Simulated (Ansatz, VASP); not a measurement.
**AlN: VASP beside Ansatz**

```
Al N
1.0
    -3.10667    0.00000    0.00000
     0.00000    0.00000   -4.97840
     0.00000   -5.38090    0.00000
Al N
4 4
Direct
  0.44367 0.99831 0.16667
  0.94367 0.99831 0.66667
  0.05633 0.49831 0.33333
  0.55633 0.49831 0.83333
  0.54945 0.61669 0.16667
  0.04945 0.61669 0.66667
  0.95055 0.11669 0.33333
  0.45055 0.11669 0.83333
```

Change from the starting cell: mode 5 (249.4 1/cm) frozen in, largest displacement +0.175 Å.

Alike in both runs: task single point; functional r2SCAN; k mesh 8 × 6 × 4; occupations gaussian, width 0.05 eV; no spin polarisation.

|  | VASP | Ansatz |
| --- | --- | --- |
| version | VASP 6.6.1 | Ansatz 0.2.0 |
| potentials or method | VASP PAW PBE potentials, release 64 (Al, N), cutoff 520 eV | scalar-relativistic, plane waves, PAW |
| valence electrons in the cell | 32 | 32 |

|  | VASP | Ansatz | Ansatz less VASP |
| --- | --- | --- | --- |
| gap on the k mesh at the Fermi level (eV) | 4.56 | 4.52 | -0.037 |
| least direct gap on the mesh (eV) | 4.56 | 4.52 | -0.037 |
| pressure (GPa) | -1.1 | -0.7 | +0.40 |
| traceless stress, the component that is largest in VASP (GPa) | -2.25 | -2.26 | -0.009 |
| rms of the force components (eV/Å) | 0.500 | 0.497 | -0.0031 |

VASP's potentials were made for PBE, not for r2SCAN. Atom by atom the forces differ by 0.003 eV/Å (rms over components).
